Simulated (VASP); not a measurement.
Input of a VASP 6.6.1 run:

File INCAR:

```
PREC = Accurate
ENCUT = 600
EDIFF = 1E-6
ISMEAR = 0
SIGMA = 0.02
LREAL = F
LASPH = T
NELM = 150
ALGO = Normal
ISIF = 3
LWAVE = F
LCHARG = F
ISPIN = 2
MAGMOM = 3.9 0.17
LORBIT = 11
LMAXMIX = 4
LDAU = T
LDAUTYPE = 2
LDAUL = 2 -1
LDAUU = 5.3 0
LDAUJ = 0 0
LDAUPRINT = 1
GGA = PE
IBRION = 2
NSW = 100
EDIFFG = -0.005
```

KPOINTS

```
Automatic mesh
0
Gamma
  12 12 12
```

The input POSCAR:

```
FeO
1.0
    1.5844211471      0.9147659758      2.4830502299
   -1.5844211471      0.9147659758      2.4830502299
    0.0000000000     -1.8295319515      2.4830502299
Fe O
1 1
Direct
    0.0000000000      0.0000000000      0.0000000000
    0.5000000000      0.5000000000      0.5000000000
```

Potentials or basis: VASP PAW PBE potentials, release 64 (Fe, O).

Command:

```bash
$ cat potpaw_PBE.64/Fe/POTCAR potpaw_PBE.64/O/POTCAR > POTCAR
$ mpirun -np 1 vasp_std > vasp.out
```

(1) Predict the site moments.

(2) Estimate the relaxed cell.

(3) Predict the net moment.

## Answers

(1) Fe +3.85; O +0.17 μB.

(2) a = 3.045 Å, b = 3.045 Å, c = 3.045 Å, α = 60.57°, β = 60.57°, γ = 60.57°.

(3) 4.00 μB per cell.

Caveat: a cell with one magnetic atom can't hold antiferromagnetic order, which such compounds often take.
